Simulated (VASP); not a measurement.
# Mo (P6/mmm) in VASP: a series of runs

Mo is run at these levels: PBEsol; tasks: single point.

Program: VASP 6.6.1. These are calculated values, not measurements. Logs are shortened: lines on timing, memory, paths and dates and some standing lists are left out, and cuts for length are marked.

## (1) The cell of the first run

The structure is hexagonal, space group P6/mmm (No. 191). Conventional cell: a = 2.736 Å, b = 2.736 Å, c = 2.479 Å, α = 90.00°, β = 90.00°, γ = 120.00°. Within 3.3 Å of Mo (site symmetry 6/mmm) lie 8 Mo at 2.48 to 2.74 Å.

## (2) Single point, PBEsol (strain +0.000 along x and y, -0.030 along z)

Contents of INCAR:

```
SYSTEM = Mo
  ALGO = Fast
  EDIFF = 1E-6
  ENCUT = 520
  GGA = PS
  ISIF = 2
  ISMEAR = 0
  LASPH = .True.
  LCHARG = .False.
  LREAL = .False.
  LWAVE = .False.
  NBANDS = 13
  NELM = 60
  PREC = Accurate
  SIGMA = 0.15
```

Contents of KPOINTS:

```
k-points
0
Gamma
  18 18 18
  0 0 0
```

Contents of POSCAR:

```
Mo
1.0
    2.7355103972      0.0000000000      0.0000000000
   -1.3677551986      2.3690214963      0.0000000000
    0.0000000000      0.0000000000      2.4785252790
Mo
1
Direct
    0.0000000000      0.0000000000      0.5000000000
```

Potentials or basis: VASP PAW PBE potentials, release 64 (Mo_sv).

Command:

```sh
> cat potpaw_PBE.64/Mo_sv/POTCAR > POTCAR
> mpirun -np 1 vasp_std > vasp.out
```

OUTCAR:

```text
SYSTEM = Mo
   EDIFF = 1E-6
   ENCUT = 520
   GGA = PS
   ISIF = 2
   ISMEAR = 0
   LASPH = .True.
   LREAL = .False.
   NELM = 60
   PREC = Accurate

 ion  position               nearest neighbor table
   1  0.000  0.000  0.500-

  LATTYP: Found a hexagonal cell.
 ALAT       =     2.7355103972
 C/A-ratio  =     0.9060558796

  Lattice vectors:

 A1 = (   2.7355103972,   0.0000000000,   0.0000000000)
 A2 = (  -1.3677551986,   2.3690214963,   0.0000000000)
 A3 = (   0.0000000000,   0.0000000000,   2.4785252790)

Analysis of symmetry for initial positions (statically):
=====================================================================
 Subroutine PRICEL returns:
 Original cell was already a primitive cell.

 Routine SETGRP: Setting up the symmetry group for a
 hexagonal supercell.

 Subroutine GETGRP returns: Found 24 space group operations
 (whereof 24 operations were pure point group operations)
 out of a pool of 24 trial point group operations.

The static configuration has the point symmetry D_6h.

Analysis of symmetry for dynamics (positions and initial velocities):
=====================================================================
 Subroutine PRICEL returns:
 Original cell was already a primitive cell.

 Routine SETGRP: Setting up the symmetry group for a
 hexagonal supercell.

 Subroutine GETGRP returns: Found 24 space group operations
 (whereof 24 operations were pure point group operations)
 out of a pool of 24 trial point group operations.

The dynamic configuration has the point symmetry D_6h.

 Subroutine INISYM returns: Found 24 space group operations
 (whereof 24 operations are pure point group operations),
 and found     1 'primitive' translations

----------------------------------------------------------------------------------------

                                     Primitive cell

  volume of cell :      16.0620

  direct lattice vectors                    reciprocal lattice vectors
     2.735510397  0.000000000  0.000000000     0.365562493  0.211057604  0.000000000
    -1.367755199  2.369021496  0.000000000     0.000000000  0.422115207  0.000000000
     0.000000000  0.000000000  2.478525279     0.000000000  0.000000000  0.403465726

  length of vectors
     2.735510397  2.735510397  2.478525279     0.422115207  0.422115207  0.403465726

  position of ions in fractional coordinates (direct lattice)
     0.000000000  0.000000000  0.500000000

  ion indices of the primitive-cell ions
   primitive index   ion index
                 1           1

----------------------------------------------------------------------------------------

 KPOINTS: k-points

Automatic generation of k-mesh.
 Grid dimensions read from file:
 generate k-points for:   18   18   18

 Generating k-lattice:

  Cartesian coordinates                     Fractional coordinates (reciprocal lattice)
     0.020309027  0.011725422  0.000000000     0.055555556 -0.000000000  0.000000000
     0.000000000  0.023450845  0.000000000     0.000000000  0.055555556  0.000000000
     0.000000000  0.000000000  0.022414763     0.000000000  0.000000000  0.055555556

  Length of vectors
     0.023450845  0.023450845  0.022414763

  Shift w.r.t. Gamma in fractional coordinates (k-lattice)
     0.000000000  0.000000000  0.000000000

 Subroutine IBZKPT returns following result:
 ===========================================

 Found    370 irreducible k-points:

 Following reciprocal coordinates:
            Coordinates               Weight
  0.000000  0.000000  0.000000      1.000000
  0.055556  0.000000  0.000000      6.000000
  0.111111  0.000000  0.000000      6.000000
  0.166667  0.000000  0.000000      6.000000
  0.222222  0.000000  0.000000      6.000000
  0.277778  0.000000  0.000000      6.000000
[... 16 lines left out ...]
  0.333333  0.111111  0.000000     12.000000
  0.388889  0.111111  0.000000     12.000000
 [... further k-points ...]
   k-points           NKPTS =    370   k-points in BZ     NKDIM =    370   number of bands    NBANDS=     13
   number of dos      NEDOS =    301   number of ions     NIONS =      1
   total plane-waves  NPLWV =   7200
   dimension x,y,z NGX =    20 NGY =   20 NGZ =   18
   dimension x,y,z NGXF=    40 NGYF=   40 NGZF=   36
   ions per type =               1
   NGX,Y,Z   is equivalent  to a cutoff of  12.15, 12.15, 12.07 a.u.
   NGXF,Y,Z  is equivalent  to a cutoff of  24.31, 24.31, 24.15 a.u.
 SYSTEM =  Mo
   PREC   = accura    normal or accurate (medium, high low for compatibility)
   ISTART =      0    job   : 0-new  1-cont  2-samecut
   ICHARG =      2    charge: 1-file 2-atom 10-const
   ISPIN  =      1    spin polarized calculation?
   LNONCOLLINEAR =      F non collinear calculations
   LSORBIT =      F    spin-orbit coupling
   LASPH  =      T    aspherical Exc in radial PAW
   ENCUT  =  520.0 eV  38.22 Ry    6.18 a.u.   5.09  5.09  4.61*2*pi/ulx,y,z
   NELM   =     60;   NELMIN=  2; NELMDL= -5     # of ELM steps
   EDIFF  = 0.1E-05   stopping-criterion for ELM
   LREAL  =      F    real-space projection
   EDIFFG = 0.1E-04   stopping-criterion for IOM
   NSW    =      0    number of steps for IOM
   IBRION =     -1    ionic relax: 0-MD 1-quasi-New 2-CG
   NFREE  =      0    steps in history (QN), initial steepest desc. (CG)
   ISIF   =      2    stress and relaxation
   ISYM   =      2    0-nonsym 1-usesym 2-fastsym
   POTIM  = 0.5000    time-step for ionic-motion
   TEBEG  =    0.0;   TEEND  =   0.0 temperature during run
   PSTRESS=    0.0 pullay stress
   NELECT =      14.0000    total number of electrons
   NUPDOWN=      -1.0000    fix difference up-down
   EMIN   =  10.00;   EMAX   =-10.00  energy-range for DOS
   EFERMI =   0.00;   METHOD = LEGACY
   ISMEAR =     0;   SIGMA  =   0.15  broadening in eV -4-tet -1-fermi 0-gaus
   EFERMI_NEDOS =   21; number of points for ismear=-14 and -15
   IALGO  =     68    algorithm
   IMIX   =      4    mixing-type and parameters
     AMIX     =   0.40;   BMIX     =  1.00
     AMIX_MAG =   1.60;   BMIX_MAG =  1.00
  volume/ion in A,a.u.               =      16.06       108.39
  Fermi-wavevector in a.u.,A,eV,Ry     =   1.563810  2.955172 33.273063  2.445501
  Thomas-Fermi vector in A             =   2.666526
   LORBIT       =      0    0 simple, 1 ext, 2 COOP (PROOUT), +10 PAW based schemes
   GGA     = PS    functional components
   LHFCALC =     F    Hartree Fock is set to
   AEXX    =    0.0000 exact exchange contribution
   IVDW    =     0    specifies the selected vdW correction
   LEPSILON=     F    determine dielectric tensor
   LRPA    =     F    only Hartree local field effects (RPA)
 non-spin polarized calculation
 RMM-DIIS sequential band-by-band and
 Gauss-broadening in eV      SIGMA  =   0.15
  energy-cutoff  :      520.00
  volume of cell :       16.06
 maximum number of plane-waves:       448
   NGX = 11   NGY = 11   NGZ =  9

 number of electron      14.0000001 magnetization

 Free energy of the ion-electron system (eV)
  ---------------------------------------------------
  ext. energy  EPLUGINS =         0.00000000
  ---------------------------------------------------
  free energy    TOTEN  =       -10.87388824 eV

  energy without entropy =      -10.86269706  energy(sigma->0) =      -10.86829265

 E-fermi :  11.8110     XC(G=0): -13.2859

 val. band max:       11.8070547748   @ k =   0.2778   0.0000   0.2778
 cond. band min:      11.8113293706   @ k =   0.2222   0.2222   0.3889
 fundamental gap:      0.0042745959
 Fermi energy:        11.8110199876

 k-point     1 :       0.0000    0.0000    0.0000
  band No.  band energies     occupation
      1     -49.0760      2.00000
      2     -22.3667      2.00000
      3     -22.3667      2.00000
      4     -22.0704      2.00000
      5       4.9751      2.00000
      6       7.3507      2.00000
      7      10.8788      2.00000
      8      10.8788      2.00000
      9      16.3231      0.00000
     10      16.3231      0.00000
     11      24.6715      0.00000
     12      28.7041      0.00000
     13      32.3798      0.00000

 k-point     2 :       0.0556    0.0000    0.0000
  band No.  band energies     occupation
      1     -49.0692      2.00000
      2     -22.4120      2.00000
      3     -22.3768      2.00000
      4     -22.0659      2.00000
      5       5.0995      2.00000
      6       7.3991      2.00000
      7      10.7536      2.00000
      8      10.9914      2.00000
      9      16.1979      0.00000
     10      16.3023      0.00000
     11      24.9587      0.00000
     12      28.9437      0.00000
     13      31.7552      0.00000

 k-point     3 :       0.1111    0.0000    0.0000
  band No.  band energies     occupation
      1     -49.0498      2.00000
      2     -22.5411      2.00000
      3     -22.4057      2.00000
      4     -22.0529      2.00000
      5       5.4523      2.00000
      6       7.5406      2.00000
      7      10.4329      2.00000
      8      11.3246      2.00000
      9      15.8574      0.00000
     10      16.2429      0.00000
     11      25.7412      0.00000
     12      29.6195      0.00000
     13      30.4434      0.00000

 k-point     4 :       0.1667    0.0000    0.0000
  band No.  band energies     occupation
      1     -49.0198      2.00000
      2     -22.7356      2.00000
      3     -22.4497      2.00000
      4     -22.0330      2.00000
      5       5.9684      2.00000
      6       7.7540      2.00000
      7      10.0652      2.00000
      8      11.8647      0.61301
      9      15.3823      0.00000
     10      16.1533      0.00000
     11      26.6935      0.00000
     12      29.1734      0.00000
     13      30.6029      0.00000

 k-point     5 :       0.2222    0.0000    0.0000
  band No.  band energies     occupation
      1     -48.9827      2.00000
      2     -22.9691      2.00000
      3     -22.5031      2.00000
      4     -22.0084      2.00000
      5       6.5276      2.00000
      6       7.9532      2.00000
      7       9.8970      2.00000
      8      12.5865      0.00000
      9      14.8588      0.00000
     10      16.0455      0.00000
     11      26.5687      0.00000
     12      29.1657      0.00000
     13      29.5551      0.00000
[... 257 lines left out ...]
 k-point    22 :       0.2778    0.1111    0.0000
  band No.  band energies     occupation
      1     -48.8954      2.00000
      2     -23.4279      2.00000
      3     -22.6989      2.00000
      4     -21.9508      2.00000
      5       7.5405      2.00000
      6       8.2045      2.00000
      7      10.3035      2.00000
      8      13.9444      0.00000
      9      15.0671      0.00000
     10      15.6200      0.00000
     11      24.0344      0.00000
     12      26.0612      0.00000
     13      30.9955      0.00000

 k-point    23 :       0.3333    0.1111    0.0000
  band No.  band energies     occupation
      1     -48.8664      2.00000
      2     -23.5824      2.00000
      3     -22.7538      2.00000
      4     -21.9318      2.00000
      5       7.4551      2.00000
      6       8.3323      2.00000
      7      11.1481      2.00000
      8      13.6616      0.00000
      9      15.5062      0.00000
     10      16.0434      0.00000
     11      22.8835      0.00000
     12      25.1784      0.00000
     13      30.2402      0.00000

 k-point    24 :       0.3889    0.1111    0.0000
  band No.  band energies     occupation
      1     -48.8473      2.00000
      2     -23.6821      2.00000
      3     -22.7895      2.00000
      4     -21.9193      2.00000
      5       7.3222      2.00000
      6       8.4778      2.00000
      7      11.8427      0.76548
      8      13.4845      0.00000
      9      15.4329      0.00000
     10      16.7917      0.00000
     11      22.0475      0.00000
     12      24.4720      0.00000
     13      29.7612      0.00000

 [... further k-points ...]

------------------------ aborting loop because EDIFF is reached ----------------------------------------

  FORCE on cell =-STRESS in cart. coord.  units (eV):
  Direction    XX          YY          ZZ          XY          YZ          ZX
  --------------------------------------------------------------------------------------
  -------------------------------------------------------------------------------------
  Total        0.2929986      0.2929986      0.5238290     -0.0000000     -0.0000000      0.0000000
  in kB       29.2264087     29.2264087     52.2515752     -0.0000000     -0.0000000      0.0000000
  external PRESSURE =      36.9014642 kB  Pullay stress =       0.0000000 kB

 VOLUME and BASIS-vectors are now :
 -----------------------------------------------------------------------------
  energy-cutoff  :      520.00
  volume of cell :       16.06
      direct lattice vectors                 reciprocal lattice vectors
     2.735510397  0.000000000  0.000000000     0.365562493  0.211057604  0.000000000
    -1.367755199  2.369021496  0.000000000     0.000000000  0.422115207  0.000000000
     0.000000000  0.000000000  2.478525279     0.000000000  0.000000000  0.403465726

 POSITION                                       TOTAL-FORCE (eV/Angst)
 -----------------------------------------------------------------------------------
      0.00000      0.00000      1.23926         0.000000      0.000000      0.000000
 -----------------------------------------------------------------------------------
    total drift:                                0.000000      0.000000      0.000000

  FREE ENERGIE OF THE ION-ELECTRON SYSTEM (eV)
  ---------------------------------------------------
  free  energy   TOTEN  =       -10.8738882408 eV

  energy  without entropy=      -10.8626970632  energy(sigma->0) =      -10.86829265
```

Wall time 28 s (1 thread of Intel Xeon Platinum 8488C (Sapphire Rapids), shared host); peak memory 0.18 GiB.

Results:

```
Free energy            : -10.8739 eV
Pressure               : 3.7 GPa
Band gap on the k mesh : zero (band 7 reaches 12.86 eV, above the bottom of band 8 at 10.88 eV)
```

Levels at points of the mesh, in eV from the Fermi level:
```csv
k point,band 5,band 6,band 7,band 8,band 9,band 10
"(0.00, 0.00, 0.00)",-6.84,-4.46,-0.93,-0.93,4.51,4.51
"(0.50, 0.00, 0.00)",-5.01,-3.32,1.05,1.51,3.87,4.46
"(0.00, 0.00, 0.50)",-3.51,0.06,0.06,0.37,0.56,0.56
"(0.50, 0.00, 0.50)",-5.56,-3.23,-0.71,4.91,6.60,6.71
```

Caveat: the cell differs from its parent crystal (strain +0.000 along x and y, -0.030 along z); the PAW data sets were made with another functional, which shifts forces and pressure a little.

[end of part 1 of 2]
